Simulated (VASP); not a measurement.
# Ge in VASP: a series of runs, part 2 of 2

VASP 6.6.1.

## 5. Single point, PBE

This run uses another cell than the first one.

Input file INCAR:

```
ALGO = Normal
DIPOL = 0.5 0.5 0.500
EDIFF = 1E-6
ENCUT = 520
GGA = PE
IDIPOL = 3
ISIF = 2
ISMEAR = 0
LASPH = T
LCHARG = F
LDIPOL = T
LREAL = F
LWAVE = F
NBANDS = 21
NELM = 80
PREC = Accurate
SIGMA = 0.1
```

Input file KPOINTS:

```
k-points
0
Gamma
  12 12 1
```

Input file POSCAR:

```
Ge
1.0
    4.1810000000      0.0000000000      0.0000000000
   -2.0905000000      3.6208522132      0.0000000000
    0.0000000000      0.0000000000     28.0000000000
Ge
2
Direct
    0.3333333333      0.6666666667      0.5103928571
    0.6666666667      0.3333333333      0.4896071429
```

Potentials or basis: VASP PAW PBE potentials, release 64 (Ge_d).

Started as:

```sh
$ cat potpaw_PBE.64/Ge_d/POTCAR > POTCAR
$ mpirun -np 1 vasp_std > vasp.out
```

OUTCAR:

```text
EDIFF = 1E-6
   ENCUT = 520
   GGA = PE
   ISIF = 2
   ISMEAR = 0
   LASPH = T
   LREAL = F
   NELM = 80
   PREC = Accurate

 ion  position               nearest neighbor table
   1  0.333  0.667  0.510-   2 2.48   2 2.48   2 2.48
   2  0.667  0.333  0.490-   1 2.48   1 2.48   1 2.48

  LATTYP: Found a hexagonal cell.
 ALAT       =     4.1810000000
 C/A-ratio  =     6.6969624492

  Lattice vectors:

 A1 = (   4.1810000000,   0.0000000000,   0.0000000000)
 A2 = (  -2.0905000000,   3.6208522132,   0.0000000000)
 A3 = (   0.0000000000,   0.0000000000,  28.0000000000)

Analysis of symmetry for initial positions (statically):
=====================================================================
 Subroutine PRICEL returns:
 Original cell was already a primitive cell.

 Routine SETGRP: Setting up the symmetry group for a
 hexagonal supercell.

 Subroutine GETGRP returns: Found 12 space group operations
 (whereof 12 operations were pure point group operations)
 out of a pool of 24 trial point group operations.

The static configuration has the point symmetry D_3d.

Analysis of symmetry for dynamics (positions and initial velocities):
=====================================================================
 Subroutine PRICEL returns:
 Original cell was already a primitive cell.

 Routine SETGRP: Setting up the symmetry group for a
 hexagonal supercell.

 Subroutine GETGRP returns: Found 12 space group operations
 (whereof 12 operations were pure point group operations)
 out of a pool of 24 trial point group operations.

The dynamic configuration has the point symmetry D_3d.

 Subroutine INISYM returns: Found 12 space group operations
 (whereof 12 operations are pure point group operations),
 and found     1 'primitive' translations

----------------------------------------------------------------------------------------

                                     Primitive cell

[... 106 lines left out ...]
  Fermi-wavevector in a.u.,A,eV,Ry     =   0.661776  1.250576  5.958642  0.437948
  Thomas-Fermi vector in A             =   1.734641
   LORBIT       =      0    0 simple, 1 ext, 2 COOP (PROOUT), +10 PAW based schemes
   GGA     = PE    functional components
   LHFCALC =     F    Hartree Fock is set to
   AEXX    =    0.0000 exact exchange contribution
   IVDW    =     0    specifies the selected vdW correction
   LEPSILON=     F    determine dielectric tensor
   LRPA    =     F    only Hartree local field effects (RPA)
 non-spin polarized calculation
 Gauss-broadening in eV      SIGMA  =   0.10
  energy-cutoff  :      520.00
  volume of cell :      423.89
 maximum number of plane-waves:     11443
 NGX is ok and might be reduce to    32
   NGX = 15   NGY = 15   NGZ =105

 number of electron      28.0000012 magnetization

 dipolmoment           0.000000      0.000000     -0.000000 electrons x Angstroem

 Free energy of the ion-electron system (eV)
  ---------------------------------------------------
  ext. energy  EPLUGINS =         0.00000000
  ---------------------------------------------------
  free energy    TOTEN  =        -8.01783576 eV

  energy without entropy =       -8.01658742  energy(sigma->0) =       -8.01721159

 E-fermi :  -3.4997     XC(G=0):  -1.5959

 val. band max:       -3.9278906855   @ k =   0.0000   0.0000   0.0000
 cond. band min:      -3.4519814919   @ k =   0.3333   0.3333   0.0000
 fundamental gap:      0.4759091937
 Fermi energy:        -3.4996750703

 k-point     1 :       0.0000    0.0000    0.0000
  band No.  band energies     occupation
      1     -28.1543      2.00000
      2     -28.1543      2.00000
      3     -28.1431      2.00000
      4     -28.1261      2.00000
      5     -28.1261      2.00000
      6     -28.0512      2.00000
[... 445 lines left out ...]
     20       3.2164      0.00000
     21       3.2164      0.00000

------------------------ aborting loop because EDIFF is reached ----------------------------------------

 vacuum level on the upper side and lower side of the slab       (xc-potential included)        -0.006        -0.006

  FORCE on cell =-STRESS in cart. coord.  units (eV):
  Direction    XX          YY          ZZ          XY          YZ          ZX
  --------------------------------------------------------------------------------------
  -------------------------------------------------------------------------------------
  Total       -1.5577548     -1.5577548      0.0829486     -0.0000000     -0.0000000      0.0000000
  in kB       -5.8879035     -5.8879035      0.3135238     -0.0000000     -0.0000000      0.0000000
  external PRESSURE =      -3.8207611 kB  Pullay stress =       0.0000000 kB

 VOLUME and BASIS-vectors are now :
 -----------------------------------------------------------------------------
  energy-cutoff  :      520.00
  volume of cell :      423.89
      direct lattice vectors                 reciprocal lattice vectors
     4.181000000  0.000000000  0.000000000     0.239177230  0.138089038  0.000000000
    -2.090500000  3.620852213  0.000000000     0.000000000  0.276178077  0.000000000
     0.000000000  0.000000000 28.000000000     0.000000000  0.000000000  0.035714286

 POSITION                                       TOTAL-FORCE (eV/Angst)
 -----------------------------------------------------------------------------------
     -0.00000      2.41390     14.29100         0.000000     -0.000000      0.168210
      2.09050      1.20695     13.70900        -0.000000      0.000000     -0.168210
 -----------------------------------------------------------------------------------
    total drift:                               -0.000000      0.000000     -0.000000

  FREE ENERGIE OF THE ION-ELECTRON SYSTEM (eV)
  ---------------------------------------------------
  free  energy   TOTEN  =        -8.0178357600 eV

  energy  without entropy=       -8.0165874157  energy(sigma->0) =       -8.01721159

 vacuum level on the upper side and lower side of the slab         0.999         0.999
```

Wall time 3.7 min (1 thread of AMD EPYC 7R13 (Zen 3), shared host); peak memory 0.49 GiB.

Results:

```yaml
Free_energy: -8.0178 eV
Largest_force: 0.168 eV/Å
Band_gap_on_the_k_mesh: zero (bands 14 and 15 overlap by 0.48 eV)
```

Forces in eV/Å, atoms in the order of the input:
```
Ge   0.000  0.000  0.168
Ge   0.000  0.000 -0.168
```

Levels at points of the mesh, in eV from the Fermi level:
```csv
k point,band 12,band 13,band 14,band 15,band 16,band 17
"(0.00, 0.00, 0.00)",-3.38,-0.83,-0.83,-0.43,2.56,3.49
"(0.50, 0.00, 0.00)",-7.45,-2.19,-1.05,0.76,1.19,5.50
```

## 6. Single point, PBE

This run uses another cell than the first one.

Input file INCAR:

```
ALGO = Normal ; DIPOL = 0.5 0.5 0.500
EDIFF = 1E-6 ; ENCUT = 520
GGA = PE ; IDIPOL = 3
ISIF = 2 ; ISMEAR = 0
LASPH = T ; LCHARG = F
LDIPOL = T ; LREAL = F
LWAVE = F ; NBANDS = 21
NELM = 60 ; PREC = Accurate
SIGMA = 0.1
```

KPOINTS is that of step 5.

Input file POSCAR:

```
Ge
1.0
    4.1810000000      0.0000000000      0.0000000000
   -2.0905000000      3.6208522132      0.0000000000
    0.0000000000      0.0000000000     28.0000000000
Ge
2
Direct
    0.3333333333      0.6666666667      0.5155714286
    0.6666666667      0.3333333333      0.4844285714
```

Potentials or basis: VASP PAW PBE potentials, release 64 (Ge_d).

Started as:

```sh
$ cat potpaw_PBE.64/Ge_d/POTCAR > POTCAR
$ mpirun -np 1 vasp_std > vasp.out
```

Run time: 3.9 min. Hardware: 1 thread of AMD EPYC 7R13 (Zen 3), shared host; peak memory 0.48 GiB.

It converged, with:

```yaml
Free_energy: -7.9162 eV
Largest_force: 0.938 eV/Å
Band_gap_on_the_k_mesh: zero (filled and empty bands touch)
```

Forces in eV/Å, atoms in the order of the input:
```
Ge   0.000  0.000 -0.938
Ge   0.000  0.000  0.938
```

Levels at points of the mesh, in eV from the Fermi level:
| k point | band 12 | band 13 | band 14 | band 15 | band 16 | band 17 |
| --- | --- | --- | --- | --- | --- | --- |
| (0.00, 0.00, 0.00) | -3.81 | -0.04 | -0.04 | 0.63 | 2.01 | 3.86 |
| (0.50, 0.00, 0.00) | -6.87 | -1.39 | -1.15 | 0.59 | 1.94 | 5.07 |

## 7. The runs side by side

```tsv
cell	gap on the mesh (eV)	largest force (eV/Å)
a = 4.116, b = 4.116, c = 28.000 Å, angles 90.0, 90.0, 120.0°, 2 atoms, atomic positions A	none	0.26
a = 4.116, b = 4.116, c = 28.000 Å, angles 90.0, 90.0, 120.0°, 2 atoms, atomic positions B	none	1.42
a = 4.181, b = 4.181, c = 28.000 Å, angles 90.0, 90.0, 120.0°, 2 atoms, atomic positions C	none	0.53
a = 4.181, b = 4.181, c = 28.000 Å, angles 90.0, 90.0, 120.0°, 2 atoms, atomic positions D	none	0.17
a = 4.181, b = 4.181, c = 28.000 Å, angles 90.0, 90.0, 120.0°, 2 atoms, atomic positions E	none	0.94
```

Alike in all rows: task single point; level PBE; potentials or basis VASP PAW PBE potentials, release 64 (Ge_d); no spin polarisation; k mesh 12 × 12 × 1; cutoff (eV) 520; smearing gaussian 0.1 eV.

Absolute energies hang on the potentials; compare differences alone.

The gap in the log of VASP goes by the Fermi energy; the results here count the filled bands.